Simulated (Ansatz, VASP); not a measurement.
**Two plane-wave programs on CO2**

Contents of INCAR:

```
PREC = Accurate
ENCUT = 600
EDIFF = 1E-6
ISMEAR = 0
SIGMA = 0.02
LREAL = F
LASPH = T
NELM = 80
ALGO = Normal
ISIF = 3
LWAVE = F
LCHARG = F
GGA = PE
IBRION = 2
NSW = 80
EDIFFG = -0.01
```

Contents of KPOINTS:

```
Automatic mesh
0
Gamma
  8 8 8
```

File POSCAR:

```
CO2
1.0
   -1.9818344701      1.9818344701      2.9905793480
    1.9818344701     -1.9818344701      2.9905793480
    1.9818344701      1.9818344701     -2.9905793480
C O
2 4
Direct
    0.0000000000      0.0000000000      0.0000000000
    0.7500000000      0.2500000000      0.5000000000
    0.3750000000      0.2896045609      0.4146045609
    1.0396045609      0.6250000000      0.9146045609
    0.7103954391      0.1250000000      0.0853954391
    0.8750000000     -0.0396045609      0.5853954391
```

Input for Ansatz:

```yaml
crystal:
  lattice:
    - [-1.9818344701, 1.9818344701, 2.990579348]
    - [1.9818344701, -1.9818344701, 2.990579348]
    - [1.9818344701, 1.9818344701, -2.990579348]
  atoms:
    - { symbol: C, position: [0.0, 0.0, 0.0] }
    - { symbol: C, position: [0.75, 0.25, 0.5] }
    - { symbol: O, position: [0.375, 0.2896045609, 0.4146045609] }
    - { symbol: O, position: [1.0396045609, 0.625, 0.9146045609] }
    - { symbol: O, position: [0.7103954391, 0.125, 0.0853954391] }
    - { symbol: O, position: [0.875, -0.0396045609, 0.5853954391] }
basis:
  ecutwfc: 420
kpoints:
  mp_grid: { grid: [8, 8, 8] }
hamiltonian:
  xc: pbe
scf:
  occupations: { method: gaussian, width: 0.02 }
output:
  forces: true
  stress: true
  eigenvalues: true
relax:
  adjacent_minimum: "off"
  f_tol: 0.01
  max_steps: 60
  cell: { stress_tol: 0.1 }
```

Alike in both runs: task relaxation of cell and atoms; functional PBE; k mesh 8 × 8 × 8; occupations gaussian, width 0.02 eV; no spin polarisation.

|  | VASP | Ansatz |
| --- | --- | --- |
| version | VASP 6.6.1 | Ansatz 0.2.0 |
| potentials or method | VASP PAW PBE potentials, release 64 (C, O), cutoff 600 eV | scalar-relativistic, plane waves, PAW |
| valence electrons in the cell | 32 | 32 |

Ansatz gave:

| Quantity | Value |
| --- | --- |
| gap on the k mesh at the Fermi level, each at its own relaxed structure (eV) | 7.71 |
| relaxed volume (Å³/atom) | 7.84 |
| relaxed cell length with the largest relative difference (Å) | 4.099 |

Task: Which values does VASP return?

Result: gap on the k mesh at the Fermi level, each at its own relaxed structure (eV): 7.63; relaxed volume (Å³/atom): 7.85; relaxed cell length with the largest relative difference (Å): 4.102.
